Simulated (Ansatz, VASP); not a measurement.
# TiC: VASP beside Ansatz

The input INCAR:

```
PREC = Accurate
ENCUT = 520
EDIFF = 1E-6
ISMEAR = 0
SIGMA = 0.15
LREAL = False
LASPH = True
NELM = 60
ALGO = Normal
ISIF = 2
LWAVE = False
LCHARG = False
GGA = PE
NBANDS = 15
```

File KPOINTS:

```
regular mesh
0
Gamma
  18 18 18
```

POSCAR

```
TiC
1.0
    0.0000000000      2.0990800000      2.1315400000
    2.0990800000      0.0000000000      2.1315400000
    2.0990800000      2.0990800000      0.0000000000
Ti C
1 1
Direct
    0.0000000000      0.0000000000      0.0000000000
    0.5000000000      0.5000000000      0.5000000000
```

Input for Ansatz:

```yaml
crystal:
  lattice:
    - [0.0, 2.09908, 2.13154]
    - [2.09908, 0.0, 2.13154]
    - [2.09908, 2.09908, 0.0]
  atoms:
    - { symbol: Ti, position: [0.0, 0.0, 0.0] }
    - { symbol: C, position: [0.5, 0.5, 0.5] }
basis:
  ecutwfc: 420
kpoints:
  mp_grid: { grid: [18, 18, 18] }
hamiltonian:
  xc: pbe
scf:
  occupations: { method: gaussian, width: 0.15 }
output:
  forces: true
  stress: true
  eigenvalues: true
```

Change from the starting cell: strain -0.030 along x and y, -0.015 along z, atoms carried along.

Alike in both runs: task single point; functional PBE; k mesh 18 × 18 × 18; occupations gaussian, width 0.15 eV; no spin polarisation.

|  | VASP | Ansatz |
| --- | --- | --- |
| version | VASP 6.6.1 | Ansatz 0.2.0 |
| potentials or method | VASP PAW PBE potentials, release 64 (Ti_sv, C), cutoff 520 eV | scalar-relativistic, plane waves, PAW |
| valence electrons in the cell | 16 | 16 |

```tsv
	VASP	Ansatz	Ansatz less VASP
gap on the k mesh at the Fermi level (eV)	none	none	-
pressure (GPa)	23.6	23.5	-0.16
traceless stress, the component that is largest in VASP (GPa)	-5.52	-5.50	+0.017
```

A gap of «none» marks a metal or a gap that the smearing closes. With one functional, cell and mesh, what is left measures potentials, basis and numerics.
